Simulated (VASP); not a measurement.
A run of VASP 6.6.1 is set up as follows.

INCAR

```
  ALGO = Normal
  EDIFF = 1E-6
  ENCUT = 600
  GGA = PE
  GGA_COMPAT = False
  ISIF = 2
  ISMEAR = 0
  ISPIN = 2
  LASPH = True
  LCHARG = True
  LDAU = True
  LDAUJ = 0.5 0
  LDAUL = 2 -1
  LDAUPRINT = 1
  LDAUTYPE = 1
  LDAUU = 4 0
  LELF = True
  LMAXMIX = 4
  LORBIT = 11
  LREAL = False
  LVHAR = True
  LWAVE = False
  MAGMOM = 2 -2 0 0 0 0
  NBANDS = 39
  NELM = 200
  PREC = Accurate
  SIGMA = 0.05
```

KPOINTS

```
k-points
0
Gamma
  4 4 6
```

The input POSCAR:

```
CrO2
1.0
    4.4210008300      0.0000000000      0.0000000000
    0.0000000000      4.4210008300      0.0000000000
    0.0000000000      0.0000000000      2.9170005500
Cr O
2 4
Direct
    0.0000000000      0.0000000000      0.0000000000
    0.5000000000      0.5000000000      0.5000000000
    0.3010000000      0.3010000000      0.0000000000
    0.1990000000      0.8010000000      0.5000000000
    0.6990000000      0.6990000000      0.0000000000
    0.8010000000      0.1990000000      0.5000000000
```

Potentials or basis: VASP PAW PBE potentials, release 64 (Cr_sv, O).

Launch:

```sh
$ cat potpaw_PBE.64/Cr_sv/POTCAR potpaw_PBE.64/O/POTCAR > POTCAR
$ mpirun -np 1 vasp_std > vasp.out
```

(1) Estimate the largest force.

(2) What does it give for the net moment?

(3) Predict the pressure.

## Answers

(1) 0.330 eV/Å.

(2) 0.00 μB per cell.

(3) 5.9 GPa.

Caveat: the cell stands under pressure.
